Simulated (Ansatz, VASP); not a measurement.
# SnSe2 in VASP and in Ansatz

```
Sn Se
1.0
     3.84056    0.00000    0.00000
    -1.92028    3.32602    0.00000
     0.00000    0.00000    6.91611
Sn Se
1 2
Direct
  0.00000 0.00000 0.00000
  0.66667 0.33333 0.77214
  0.33333 0.66667 0.22786
```

Alike in both runs: task single point; functional r2SCAN; k mesh 12 × 12 × 4; occupations gaussian, width 0.02 eV; no spin polarisation.

|  | VASP | Ansatz |
| --- | --- | --- |
| version | VASP 6.6.1 | Ansatz 0.2.0 |
| potentials or method | VASP PAW PBE potentials, release 64 (Sn_d, Se), cutoff 520 eV | scalar-relativistic, plane waves, PAW |
| valence electrons in the cell | 26 | 46 |

Ansatz gave:

```
gap on the k mesh at the Fermi level (eV)                     : 1.04
least direct gap on the mesh (eV)                             : 1.43
pressure (GPa)                                                : -0.3
traceless stress, the component that is largest in VASP (GPa) : -0.16
rms of the force components (eV/Å)                            : 0.000
```

Q: Estimate VASP's values.

A: gap on the k mesh at the Fermi level (eV): 1.04; least direct gap on the mesh (eV): 1.44; pressure (GPa): -0.2; traceless stress, the component that is largest in VASP (GPa): -0.17; rms of the force components (eV/Å): 0.006.

VASP's potentials were made for PBE, not for r2SCAN. Atom by atom the forces differ by 0.006 eV/Å (rms over components). VASP's potentials hold 26 valence electrons a cell and Ansatz's 46, so a difference there can come from the potentials and not from the codes.
